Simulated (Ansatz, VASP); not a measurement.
**One calculation of MgO, two programs**

INCAR

```
SYSTEM = MgO
PREC = Accurate
ENCUT = 600
EDIFF = 1E-6
ISMEAR = 0
SIGMA = 0.01
LREAL = .False.
LASPH = .True.
NELM = 120
ALGO = Normal
ISIF = 2
LWAVE = .False.
LCHARG = .False.
GGA = PE
NBANDS = 11
GGA_COMPAT = .False.
```

File KPOINTS:

```
Automatic mesh
0
Gamma
  8 8 8
  0 0 0
```

File POSCAR:

```
MgO
1.0
    0.0000000000      2.1599469936      2.1599469936
    2.1599469936      0.0000000000      2.1599469936
    2.1599469936      2.1599469936      0.0000000000
Mg O
1 1
Direct
    0.0000000000      0.0000000000      0.0000000000
    0.5000000000      0.5000000000      0.5000000000
```

Input for Ansatz:

```yaml
crystal:
  lattice:
    - [0.0, 2.159946993605882, 2.159946993605882]
    - [2.159946993605882, 0.0, 2.159946993605882]
    - [2.159946993605882, 2.159946993605882, 0.0]
  atoms:
    - { symbol: Mg, position: [0.0, 0.0, 0.0] }
    - { symbol: O, position: [0.5, 0.5, 0.5] }
basis:
  ecutwfc: 500.0
kpoints:
  mp_grid:
    grid: [8, 8, 8]
hamiltonian:
  xc: pbe
  pseudopotentials:
    kind: paw
scf:
  occupations:
    method: fixed
output:
  stress: true
```

Alike in both runs: task single point; functional PBE; k mesh 8 × 8 × 8; no spin polarisation.

```csv
,VASP,Ansatz
version,VASP 6.6.1,Ansatz 0.2.0
potentials or method,"VASP PAW PBE potentials, release 64 (Mg, O), cutoff 600 eV","plane waves, PAW"
occupations,"gaussian, width 0.01 eV",fixed
valence electrons in the cell,8,16
```

```tsv
	VASP	Ansatz	Ansatz less VASP
pressure (GPa)	-7.3	-6.3	+1.02
```

VASP's potentials hold 8 valence electrons a cell and Ansatz's 16, so a difference there can come from the potentials and not from the codes.
